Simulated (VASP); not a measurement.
Runs of VASP 6.6.1 on KLiF2. The structure is that of space group R-3m (No. 166), or close to it. The cells are those of the table. 

```tsv
cell	gap on the mesh (eV)	pressure (GPa)	largest force (eV/Å)
a = 5.951 Å, angles 31.6°, 4 atoms	6.69	2.6	0.03
a = 6.049 Å, angles 31.6°, 4 atoms	(b)	0.2	0.06
a = 5.746 Å, angles 31.6°, 4 atoms	7.33	10.0	0.31
a = 5.851 Å, angles 31.6°, 4 atoms	6.99	(a)	0.16
a = 6.144 Å, angles 31.6°, 4 atoms	6.15	-1.7	0.14
```

Alike in all rows: task single point; level PBE; potentials or basis VASP PAW PBE potentials, release 64 (Li_sv, K_sv, F); no spin polarisation; k mesh 4 × 4 × 4; cutoff (eV) 750; smearing gaussian 0.01 eV.

Estimate the missing entries.

(a) 5.8; (b) 6.41.

Caveats: all runs use coarse meshes.

A k mesh can miss the band edges.
